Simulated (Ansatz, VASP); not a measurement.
## GaP4: VASP beside Ansatz

```
Ga P
1.0
     4.52800    0.00000    0.00000
    -2.26400    3.92136    0.00000
     0.00000    0.00000    4.91073
Ga P
1 4
Direct
  0.00000 0.00000 0.50000
  0.33333 0.66667 0.00000
  0.66667 0.33333 0.00000
  0.33333 0.66667 0.50000
  0.66667 0.33333 0.50000
```

Alike in both runs: functional PBE; k mesh 6 × 6 × 4; occupations gaussian, width 0.1 eV; no spin polarisation.

Ansatz relaxed the structure, and its values are those at the end. VASP's run is a single point on that final structure, the one shown.

|  | VASP | Ansatz |
| --- | --- | --- |
| version | VASP 6.6.1 | Ansatz 0.2.0 |
| potentials or method | VASP PAW PBE potentials, release 64 (Ga_d, P), cutoff 520 eV | scalar-relativistic, plane waves, PAW |
| valence electrons in the cell | 33 | 33 |

Ansatz gave:

- gap on the k mesh at the Fermi level (eV): none
- pressure (GPa): 0.0

Q: Which values does VASP return?

A: gap on the k mesh at the Fermi level (eV): none; pressure (GPa): -0.1.

A gap of «none» marks a metal or a gap that the smearing closes.
